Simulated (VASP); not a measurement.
K2ZnSnF6 (a cell with a defect):

```
K Sn Zn F
1.0
     8.10453    0.00000    0.00000
     0.00000    4.05226    0.00000
     0.00000    0.00000    4.05226
K Sn Zn F
2 1 1 6
Direct
  0.00179 0.00702 0.98333
  0.49820 0.01212 0.01351
  0.25603 0.52217 0.49375
  0.75027 0.50171 0.51643
  0.24700 0.49345 0.01926
  0.75355 0.50495 0.00787
  0.99614 0.51267 0.50305
  0.49614 0.48052 0.51387
  0.25371 0.01998 0.48869
  0.75398 0.01167 0.49186
```

Program: VASP 6.6.1. Alike in all runs: task single point; potentials or basis VASP PAW PBE potentials, release 64 (K_sv, Sn_d, Zn, F); no spin polarisation; cell as given; cutoff (eV) 520; smearing fermi-dirac 0.05 eV.

Order these runs on this cell by their band gap on the k mesh, lowest first.
A. level r2SCAN; k mesh 2 × 2 × 2, shifted
B. level PBEsol+D4; k mesh 2 × 2 × 1
C. level PBEsol; k mesh 2 × 2 × 2, shifted

B (0.21 eV), C (2.55 eV), A (2.76 eV).

Caveats: all runs use coarse meshes; spin-orbit coupling is left out, which moves the levels of the heavy elements.

A k mesh can miss the band edges.
